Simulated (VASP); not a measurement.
# H (P6_3/mmc) in VASP: further runs, part 2 of 2

VASP 6.6.1.

**3. Single point, PBE, collinear spin**

Input file INCAR:

```
SYSTEM = H
PREC = Accurate ; ENCUT = 520
EDIFF = 1E-6 ; ISMEAR = 0
SIGMA = 0.05 ; LREAL = .False.
LASPH = .True. ; NELM = 150
ALGO = Normal ; ISIF = 2
LWAVE = .False. ; LCHARG = .False.
ISPIN = 2 ; MAGMOM = 1.05 1.05
LORBIT = 11 ; GGA = PE
NBANDS = 12
```

Input file KPOINTS:

```
Automatic mesh
0
Gamma
  6 6 6
  0 0 0
```

Input file POSCAR:

```
H
1.0
    5.6985316262      0.0000000000      0.0000000000
   -2.8492658131      4.9350731526      0.0000000000
    0.0000000000      0.0000000000      4.2805878382
H
2
Direct
    0.3333333333      0.6666666667      0.2500000000
    0.6666666667      0.3333333333      0.7500000000
```

Potentials or basis: VASP PAW PBE potentials, release 64 (H).

Launch:

```bash
$ cat potpaw_PBE.64/H/POTCAR > POTCAR
$ mpirun -np 1 vasp_std > vasp.out
```

OUTCAR:

```text
SYSTEM = H
   PREC = Accurate
   ENCUT = 520
   EDIFF = 1E-6
   ISMEAR = 0
   LREAL = .False.
   LASPH = .True.
   NELM = 150
   ISIF = 2
   ISPIN = 2
   LORBIT = 11
   GGA = PE

 ion  position               nearest neighbor table
   1  0.333  0.667  0.250-
   2  0.667  0.333  0.750-

  LATTYP: Found a hexagonal cell.
 ALAT       =     5.6985316262
 C/A-ratio  =     0.7511738320

  Lattice vectors:

 A1 = (   5.6985316262,   0.0000000000,   0.0000000000)
 A2 = (  -2.8492658131,   4.9350731526,   0.0000000000)
 A3 = (   0.0000000000,   0.0000000000,   4.2805878382)

Analysis of symmetry for initial positions (statically):
=====================================================================
 Subroutine PRICEL returns:
 Original cell was already a primitive cell.

 Routine SETGRP: Setting up the symmetry group for a
 hexagonal supercell.

 Subroutine GETGRP returns: Found 24 space group operations
 (whereof 12 operations were pure point group operations)
 out of a pool of 24 trial point group operations.

The static configuration has the point symmetry D_3d.
 The point group associated with its full space group is D_6h.

Analysis of symmetry for dynamics (positions and initial velocities):
=====================================================================
 Subroutine PRICEL returns:
 Original cell was already a primitive cell.

 Routine SETGRP: Setting up the symmetry group for a
 hexagonal supercell.

 Subroutine GETGRP returns: Found 24 space group operations
 (whereof 12 operations were pure point group operations)
 out of a pool of 24 trial point group operations.

The dynamic configuration has the point symmetry D_3d.
 The point group associated with its full space group is D_6h.

Analysis of structural, dynamic, and magnetic symmetry:
=====================================================================
 Subroutine PRICEL returns:
 Original cell was already a primitive cell.

 Routine SETGRP: Setting up the symmetry group for a
 hexagonal supercell.

 Subroutine GETGRP returns: Found 24 space group operations
 (whereof 12 operations were pure point group operations)
 out of a pool of 24 trial point group operations.

The overall configuration has the point symmetry D_3d.
 The point group associated with its full space group is D_6h.

 Subroutine INISYM returns: Found 24 space group operations
 (whereof 12 operations are pure point group operations),
 and found     1 'primitive' translations

----------------------------------------------------------------------------------------

                                     Primitive cell

  volume of cell :     120.3816

  direct lattice vectors                    reciprocal lattice vectors
     5.698531626  0.000000000  0.000000000     0.175483803  0.101315621  0.000000000
    -2.849265813  4.935073153  0.000000000     0.000000000  0.202631242  0.000000000
     0.000000000  0.000000000  4.280587838     0.000000000  0.000000000  0.233612774

  length of vectors
     5.698531626  5.698531626  4.280587838     0.202631242  0.202631242  0.233612774

  position of ions in fractional coordinates (direct lattice)
     0.333333333  0.666666667  0.250000000
     0.666666667  0.333333333  0.750000000

  ion indices of the primitive-cell ions
   primitive index   ion index
                 1           1
                 2           2
[... 86 lines left out ...]
   EFERMI =   0.00;   METHOD = LEGACY
   ISMEAR =     0;   SIGMA  =   0.05  broadening in eV -4-tet -1-fermi 0-gaus
   EFERMI_NEDOS =   21; number of points for ismear=-14 and -15
   IALGO  =     38    algorithm
   IMIX   =      4    mixing-type and parameters
     AMIX     =   0.40;   BMIX     =  1.00
     AMIX_MAG =   1.60;   BMIX_MAG =  1.00
  volume/ion in A,a.u.               =      60.19       406.19
  Fermi-wavevector in a.u.,A,eV,Ry     =   0.417732  0.789400  2.374222  0.174500
  Thomas-Fermi vector in A             =   1.378171
   LORBIT       =     11    0 simple, 1 ext, 2 COOP (PROOUT), +10 PAW based schemes
   GGA     = PE    functional components
   LHFCALC =     F    Hartree Fock is set to
   AEXX    =    0.0000 exact exchange contribution
   IVDW    =     0    specifies the selected vdW correction
   LEPSILON=     F    determine dielectric tensor
   LRPA    =     F    only Hartree local field effects (RPA)
 spin polarized calculation
 Gauss-broadening in eV      SIGMA  =   0.05
  energy-cutoff  :      520.00
  volume of cell :      120.38
 maximum number of plane-waves:      3292
   NGX = 21   NGY = 21   NGZ = 15

 number of electron       1.9999997 magnetization       1.9999997

 Free energy of the ion-electron system (eV)
  ---------------------------------------------------
  ext. energy  EPLUGINS =         0.00000000
  ---------------------------------------------------
  free energy    TOTEN  =        -2.24026665 eV

  energy without entropy =       -2.24026665  energy(sigma->0) =       -2.24026665

 E-fermi :  -6.5907     XC(G=0):   0.2696

 val. band max:       -6.8417548627   @ k =   0.0000   0.0000   0.0000
 cond. band min:      -0.0513422258   @ k =   0.3333   0.3333   0.0000
 fundamental gap:      6.7904126369
 Fermi energy:        -6.5907401324

 spin component 1

 k-point     1 :       0.0000    0.0000    0.0000
  band No.  band energies     occupation
      1      -7.6838      1.00000
      2      -6.8418      1.00000
      3       0.8086      0.00000
      4       2.7395      0.00000
      5       2.7396      0.00000
      6       3.6661      0.00000
      7       3.6662      0.00000
      8       4.6275      0.00000
      9       5.4349      0.00000
     10       6.2431      0.00000
     11       8.5865      0.00000
     12      10.3478      0.00000
[... 333 lines left out ...]
      1      -7.0970      1.00000
      2      -7.0970      1.00000
      3       0.9416      0.00000
      4       0.9416      0.00000
      5       3.2906      0.00000
      6       3.2906      0.00000
      7       3.7713      0.00000
      8       3.7713      0.00000
      9       6.1672      0.00000
     10       6.1672      0.00000
     11       8.1906      0.00000
     12       8.1906      0.00000

 [... further k-points ...]

 spin component 2

 k-point     1 :       0.0000    0.0000    0.0000
  band No.  band energies     occupation
      1       2.4510      0.00000
      2       7.7656      0.00000
      3       7.7657      0.00000
      4       9.0400      0.00000
      5       9.5927      0.00000
      6       9.5929      0.00000
      7       9.9096      0.00000
      8      10.6079      0.00000
      9      12.4439      0.00000
     10      16.0644      0.00000
     11      16.0649      0.00000
     12      16.2417      0.00000
[... 333 lines left out ...]
      1       4.9429      0.00000
      2       4.9429      0.00000
      3       7.5413      0.00000
      4       7.5413      0.00000
      5       9.1288      0.00000
      6       9.1288      0.00000
      7      10.8249      0.00000
      8      10.8249      0.00000
      9      13.6791      0.00000
     10      13.6791      0.00000
     11      14.0868      0.00000
     12      14.0868      0.00000

 [... further k-points ...]

------------------------ aborting loop because EDIFF is reached ----------------------------------------

  FORCE on cell =-STRESS in cart. coord.  units (eV):
  Direction    XX          YY          ZZ          XY          YZ          ZX
  --------------------------------------------------------------------------------------
  -------------------------------------------------------------------------------------
  Total       -0.0010740     -0.0010740      0.0045166      0.0000000      0.0000000      0.0000000
  in kB       -0.0142937     -0.0142937      0.0601118      0.0000000      0.0000000      0.0000000
  external PRESSURE =       0.0105081 kB  Pullay stress =       0.0000000 kB

 VOLUME and BASIS-vectors are now :
 -----------------------------------------------------------------------------
  energy-cutoff  :      520.00
  volume of cell :      120.38
      direct lattice vectors                 reciprocal lattice vectors
     5.698531626  0.000000000  0.000000000     0.175483803  0.101315621  0.000000000
    -2.849265813  4.935073153  0.000000000     0.000000000  0.202631242  0.000000000
     0.000000000  0.000000000  4.280587838     0.000000000  0.000000000  0.233612774

 POSITION                                       TOTAL-FORCE (eV/Angst)
 -----------------------------------------------------------------------------------
     -0.00000      3.29005      1.07015         0.000000     -0.000000     -0.000000
      2.84927      1.64502      3.21044        -0.000000      0.000000      0.000000
 -----------------------------------------------------------------------------------
    total drift:                               -0.000000     -0.000000     -0.000000

  FREE ENERGIE OF THE ION-ELECTRON SYSTEM (eV)
  ---------------------------------------------------
  free  energy   TOTEN  =        -2.2402666525 eV

  energy  without entropy=       -2.2402666525  energy(sigma->0) =       -2.24026665

 total charge

# of ion       s       p       d       tot
------------------------------------------
    1        0.380   0.000   0.000   0.380
    2        0.380   0.000   0.000   0.380
--------------------------------------------------
tot          0.760   0.000   0.000   0.760

 magnetization (x)

# of ion       s       p       d       tot
------------------------------------------
    1        0.380   0.000   0.000   0.380
    2        0.380   0.000   0.000   0.380
--------------------------------------------------
tot          0.760   0.000   0.000   0.760
```

OSZICAR:

```text
N       E                     dE             d eps       ncg     rms          rms(c)
DAV:   1     0.475663899867E+01    0.47566E+01   -0.55716E+02  1344   0.103E+02
DAV:   2    -0.219060949237E+00   -0.49757E+01   -0.48852E+01  1620   0.189E+01
DAV:   3    -0.560662213551E+00   -0.34160E+00   -0.34123E+00  1684   0.500E+00
[... 13 lines left out ...]
DAV:  17    -0.224024154392E+01   -0.54855E-04   -0.30428E-09  1368   0.260E-04    0.166E-05
DAV:  18    -0.224025175290E+01   -0.10209E-04   -0.36672E-10  1212   0.881E-05    0.717E-06
DAV:  19    -0.224026124115E+01   -0.94882E-05   -0.27593E-10  1072   0.776E-05    0.581E-06
DAV:  20    -0.224026581461E+01   -0.45735E-05   -0.82215E-11  1096   0.392E-05    0.671E-07
DAV:  21    -0.224026665252E+01   -0.83790E-06   -0.53479E-12  1096   0.937E-06
   1 F= -.22402667E+01 E0= -.22402667E+01  d E =-.776438E-15  mag=     2.0000
```

stdout:

```text
POSCAR found type information on POSCAR H
 POSCAR found :  1 types and       2 ions
 scaLAPACK will be used
 LDA part: xc-table for (Slater+PW92), standard interpolation
 POSCAR, INCAR and KPOINTS ok, starting setup
 FFT: planning ... GRIDC
 FFT: planning ... GRID_SOFT
 FFT: planning ... GRID
 WAVECAR not read
 entering main loop
```

Wall time 46 s (1 thread of Intel Xeon Platinum 8559C (Emerald Rapids), shared host); peak memory 0.28 GiB.

Results:

- Free energy: -2.2403 eV
- Pressure: 0.0 GPa
- Band gap on the k mesh: 6.79 eV (least direct gap 7.18 eV)
- Net moment: 2.00 μB per cell
- Site moments: H +0.38 μB
- Valence electrons inside the program's atomic spheres: H 0.38

Caveat: the atoms stand far beyond bonding distance. A k mesh can miss the band edges.

**4. Relaxation of cell and atoms, PBE, collinear spin**

Input file INCAR:

```
SYSTEM = H
PREC = Accurate
ENCUT = 600
EDIFF = 1E-6
ISMEAR = 0
SIGMA = 0.02
LREAL = .False.
LASPH = .True.
NELM = 150
ALGO = Normal
ISIF = 3
LWAVE = .False.
LCHARG = .False.
ISPIN = 2
MAGMOM = 1.05 1.05
LORBIT = 11
GGA = PE
IBRION = 2
NSW = 100
EDIFFG = -0.005
```

Input file KPOINTS:

```
regular mesh
0
Gamma
  6 6 6
  0 0 0
```

POSCAR is that of step 3.

Potentials or basis: VASP PAW PBE potentials, release 64 (H).

Launch:

```bash
$ cat potpaw_PBE.64/H/POTCAR > POTCAR
$ mpirun -np 1 vasp_std > vasp.out
```

OUTCAR:

```text
SYSTEM = H
   PREC = Accurate
   ENCUT = 600
   EDIFF = 1E-6
   ISMEAR = 0
   LREAL = .False.
   LASPH = .True.
   NELM = 150
   ISIF = 3
   ISPIN = 2
   LORBIT = 11
   GGA = PE
   IBRION = 2
   NSW = 100
   EDIFFG = -0.005

 ion  position               nearest neighbor table
   1  0.333  0.667  0.250-
   2  0.667  0.333  0.750-

  LATTYP: Found a hexagonal cell.
 ALAT       =     5.6985316262
 C/A-ratio  =     0.7511738320

  Lattice vectors:

 A1 = (   5.6985316262,   0.0000000000,   0.0000000000)
 A2 = (  -2.8492658131,   4.9350731526,   0.0000000000)
 A3 = (   0.0000000000,   0.0000000000,   4.2805878382)

Analysis of symmetry for initial positions (statically):
=====================================================================
 Subroutine PRICEL returns:
 Original cell was already a primitive cell.

 Routine SETGRP: Setting up the symmetry group for a
 hexagonal supercell.

 Subroutine GETGRP returns: Found 24 space group operations
 (whereof 12 operations were pure point group operations)
 out of a pool of 24 trial point group operations.

The static configuration has the point symmetry D_3d.
 The point group associated with its full space group is D_6h.

Analysis of symmetry for dynamics (positions and initial velocities):
=====================================================================
[... 354 lines left out ...]
--------------------------------------- Ionic step        6  -------------------------------------------

 number of electron       2.0000000 magnetization       2.0000000

 Free energy of the ion-electron system (eV)
  ---------------------------------------------------
  ext. energy  EPLUGINS =         0.00000000
  ---------------------------------------------------
  free energy    TOTEN  =        -2.24123669 eV

  energy without entropy =       -2.24123669  energy(sigma->0) =       -2.24123669

 E-fermi :  -6.8090     XC(G=0):   0.0995

 val. band max:       -6.8926190994   @ k =   0.0000   0.0000   0.0000
 cond. band min:      -0.0754483365   @ k =   0.3333   0.3333   0.0000
 fundamental gap:      6.8171707629
 Fermi energy:        -6.8089644097

 spin component 1

 k-point     1 :       0.0000    0.0000    0.0000
  band No.  band energies     occupation
      1      -7.6608      1.00000
      2      -6.8926      1.00000
      3       0.6809      0.00000
      4       2.6285      0.00000
      5       2.6285      0.00000
      6       3.5306      0.00000
[... 199 lines left out ...]
 k-point    24 :       0.3333    0.0000    0.5000
  band No.  band energies     occupation
      1      -7.1294      1.00000
      2      -7.1294      1.00000
      3       0.8610      0.00000
      4       0.8610      0.00000
      5       3.1367      0.00000
      6       3.1367      0.00000

 [... further k-points ...]

 spin component 2

 k-point     1 :       0.0000    0.0000    0.0000
  band No.  band energies     occupation
      1       2.1674      0.00000
      2       7.3436      0.00000
      3       7.3443      0.00000
      4       8.5147      0.00000
      5       8.8056      0.00000
      6       8.8059      0.00000
[... 236 lines left out ...]
  FREE ENERGIE OF THE ION-ELECTRON SYSTEM (eV)
  ---------------------------------------------------
  free  energy   TOTEN  =        -2.2412366910 eV

  energy  without entropy=       -2.2412366910  energy(sigma->0) =       -2.24123669

 reached required accuracy - stopping structural energy minimisation

 total charge

# of ion       s       p       d       tot
------------------------------------------
    1        0.380   0.000   0.000   0.380
    2        0.380   0.000   0.000   0.380
--------------------------------------------------
tot          0.759   0.000   0.000   0.759

 magnetization (x)

# of ion       s       p       d       tot
------------------------------------------
    1        0.380   0.000   0.000   0.380
    2        0.380   0.000   0.000   0.380
--------------------------------------------------
tot          0.759   0.000   0.000   0.759
```

OSZICAR:

```text
N       E                     dE             d eps       ncg     rms          rms(c)
DAV:   1     0.568789559113E+01    0.56879E+01   -0.66979E+02   672   0.243E+02
DAV:   2    -0.351097617034E-01   -0.57230E+01   -0.53212E+01   846   0.275E+01
[... 96 lines left out ...]
DAV:  10    -0.224117650695E+01   -0.22854E-03   -0.74851E-09   678   0.585E-04    0.366E-05
DAV:  11    -0.224119977728E+01   -0.23270E-04   -0.61246E-10   516   0.162E-04    0.205E-05
DAV:  12    -0.224120906889E+01   -0.92916E-05   -0.20303E-10   504   0.102E-04    0.108E-05
DAV:  13    -0.224122687664E+01   -0.17808E-04   -0.16824E-10   522   0.957E-05    0.843E-06
DAV:  14    -0.224123631716E+01   -0.94405E-05   -0.22765E-11   558   0.385E-05    0.408E-06
DAV:  15    -0.224123669103E+01   -0.37387E-06   -0.78020E-13   552   0.119E-05
   6 F= -.22412367E+01 E0= -.22412367E+01  d E =-.561962E-03  mag=     2.0000
```

It took 2.3 min on 1 thread of Intel Xeon Platinum 8559C (Emerald Rapids), shared host; peak memory 0.32 GiB.

What came out:

| Item | Value |
| --- | --- |
| Free energy | -2.2412 eV |
| Relaxed volume | 63.29 Å³/atom |
| Relaxed cell | a = 5.783 Å, b = 5.783 Å, c = 4.370 Å, α = 90.00°, β = 90.00°, γ = 120.00° |
| Space group after relaxing (to 0.1 Å) | P6_3/mmc (No. 194) |
| Energy gained by relaxing | 0.3 meV/atom |
| Ionic steps | 6 |
| Pressure after relaxing | 0.0 GPa |
| Band gap on the k mesh | 6.82 eV (least direct gap 7.17 eV) |
| Net moment | 2.00 μB per cell |
| Site moments | H +0.38 μB |
| Valence electrons inside the program's atomic spheres | H 0.38 |

Step by step:
```
step  energy change (eV)  largest force (eV/Å)  pressure (GPa)  volume (Å³)
   1              0.0000                0.0000            0.02       120.38
   2              0.0000                0.0000            0.02       120.51
   3             -0.0001                0.0000            0.02       120.91
   4             -0.0002                0.0000            0.02       121.71
   5             -0.0003                0.0000            0.01       123.32
   6             -0.0006                0.0000            0.01       126.58
```

Final structure:
```xyz
2
Lattice="5.7832 0.0000 0.0000 -2.8916 5.0084 0.0000 0.0000 0.0000 4.3700" Properties=species:S:1:pos:R:3 pbc="T T T"
H     0.0000    3.3389    1.0925
H     2.8916    1.6695    3.2775
```

Caveat: the atoms stand far beyond bonding distance.

**5. The runs side by side**

| task | cell | cutoff (eV) | smearing | gap on the mesh (eV) | pressure (GPa) | moment (μB) |
| --- | --- | --- | --- | --- | --- | --- |
| single point | as given | 520 | gaussian 0.02 eV | 6.79 | 0.0 | 2.00 |
| single point | as given | 520 | gaussian 0.05 eV | 6.79 | 0.0 | 2.00 |
| relaxation of cell and atoms | relaxed | 600 | gaussian 0.02 eV | 6.82 | 0.0 | 2.00 |

Alike in all rows: level PBE; potentials or basis VASP PAW PBE potentials, release 64 (H); spin collinear; k mesh 6 × 6 × 6.

Caveats: the atoms stand far beyond bonding distance.

Absolute energies hang on the potentials; compare differences alone.
